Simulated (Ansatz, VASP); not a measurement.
**Sr in VASP and in Ansatz**

POSCAR

```
Sr
1.0
    0.0000000000      3.0800731458      3.0800731458
    3.0800731458      0.0000000000      3.0800731458
    3.0800731458      3.0800731458      0.0000000000
Sr
1
Direct
    0.0000000000      0.0000000000      0.0000000000
```

INCAR.step1

```
SYSTEM = Sr
PREC = Accurate
ENCUT = 520
ISMEAR = 0
SIGMA = 0.1
LREAL = .False.
LASPH = .True.
NELM = 80
NBANDS = 11
GGA = PE
ALGO = Normal
EDIFF = 1E-4
LWAVE = .True.
LCHARG = .False.
```

File INCAR.step2:

```
SYSTEM = Sr
PREC = Accurate
ENCUT = 520
EDIFF = 1E-7
ISMEAR = 0
SIGMA = 0.1
LREAL = .False.
LASPH = .True.
NELM = 80
ALGO = Normal
ISIF = 2
LWAVE = .False.
LCHARG = .False.
METAGGA = R2SCAN
LMIXTAU = .True.
NBANDS = 11
ISTART = 1
```

File KPOINTS:

```
regular mesh
0
Gamma
  12 12 12
  0 0 0
```

Input for Ansatz:

```yaml
crystal:
  lattice:
    - [0.0, 3.0800731458, 3.0800731458]
    - [3.0800731458, 0.0, 3.0800731458]
    - [3.0800731458, 3.0800731458, 0.0]
  atoms:
    - { symbol: Sr, position: [0.0, 0.0, 0.0] }
basis:
  ecutwfc: 500
kpoints:
  mp_grid: { grid: [12, 12, 12] }
hamiltonian:
  xc: r2scan
scf:
  occupations: { method: gaussian, width: 0.1 }
output:
  forces: true
  stress: true
  eigenvalues: true
```

Alike in both runs: task single point; functional r2SCAN; k mesh 12 × 12 × 12; occupations gaussian, width 0.1 eV; no spin polarisation.

|  | VASP | Ansatz |
| --- | --- | --- |
| version | VASP 6.6.1 | Ansatz 0.2.0 |
| potentials or method | VASP PAW PBE potentials, release 64 (Sr_sv), cutoff 520 eV | scalar-relativistic, plane waves, PAW |
| valence electrons in the cell | 10 | 10 |

```csv
,VASP,Ansatz,Ansatz less VASP
gap on the k mesh at the Fermi level (eV),none,none,-
pressure (GPa),-0.3,-0.3,-0.01
```

VASP's potentials were made for PBE, not for r2SCAN. A gap of «none» marks a metal or a gap that the smearing closes.
